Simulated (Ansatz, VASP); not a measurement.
**One calculation of SrCl2, two programs**

```
Sr Cl
1.0
     0.00000    3.48550    3.48550
     3.48550    0.00000    3.48550
     3.48550    3.48550    0.00000
Sr Cl
1 2
Direct
  0.98758 0.02126 0.97874
  0.26534 0.22372 0.27628
  0.76534 0.72372 0.77628
```

Change from the starting cell: mode 4 (130.3 1/cm) frozen in, largest displacement -0.150 Å.

Alike in both runs: task single point; functional PBEsol; k mesh 6 × 6 × 6; occupations gaussian, width 0.05 eV; no spin polarisation.

|  | VASP | Ansatz |
| --- | --- | --- |
| version | VASP 6.6.1 | Ansatz 0.2.0 |
| potentials or method | VASP PAW PBE potentials, release 64 (Sr_sv, Cl), cutoff 520 eV | scalar-relativistic, plane waves, PAW |
| valence electrons in the cell | 24 | 24 |

VASP gave:

* gap on the k mesh at the Fermi level (eV): 5.08
* least direct gap on the mesh (eV): 5.34
* pressure (GPa): 0.0
* traceless stress, the component that is largest in VASP (GPa): -0.43
* rms of the force components (eV/Å): 0.299

Question: Which values does Ansatz return?

Answer: gap on the k mesh at the Fermi level (eV): 5.09; least direct gap on the mesh (eV): 5.34; pressure (GPa): -0.1; traceless stress, the component that is largest in VASP (GPa): -0.42; rms of the force components (eV/Å): 0.291.

VASP's potentials were made for PBE, not for PBEsol. Atom by atom the forces differ by 0.008 eV/Å (rms over components).
